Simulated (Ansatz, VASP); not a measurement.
Hf: VASP beside Ansatz

```xyz
3
Lattice="4.9623 0.0000 0.0000 -2.4812 4.2975 0.0000 0.0000 0.0000 3.0862" Properties=species:S:1:pos:R:3 pbc="T T T"
Hf    0.0000    0.0000    0.0000
Hf    0.0000    2.8650    1.5431
Hf    2.4812    1.4325    1.5431
```

Alike in both runs: task relaxation of cell and atoms; functional PBEsol; dispersion D4; k mesh 6 × 6 × 9; occupations fermi-dirac, width 0.05 eV; no spin polarisation.

|  | VASP | Ansatz |
| --- | --- | --- |
| version | VASP 6.6.1 | Ansatz 0.2.0 |
| potentials or method | VASP PAW PBE potentials, release 64 (Hf_pv) | Ansatz PAW |
| plane-wave cutoff (eV) | 600 | 420 |
| valence electrons in the cell | 30 | 78 |

VASP gave:

```
gap on the k mesh at the Fermi level, each at its own relaxed structure (eV) : none
relaxed volume (Å³/atom)                                                     : 21.16
relaxed cell length with the largest relative difference (Å)                 : 4.896
```

Task: What did Ansatz give for the same quantities?

Result: gap on the k mesh at the Fermi level, each at its own relaxed structure (eV): none; relaxed volume (Å³/atom): 21.23; relaxed cell length with the largest relative difference (Å): 4.904.

VASP's potentials were made for PBE, not for PBEsol. A gap of «none» marks a metal or a gap that the smearing closes. VASP's potentials hold 30 valence electrons a cell and Ansatz's 78, so a difference there can come from the potentials and not from the codes.

Spin-orbit coupling is off throughout. Noted on Ansatz's run: the plane-wave basis is chosen anew once the cell has moved, so the energies of steps on either side of that aren't comparable.
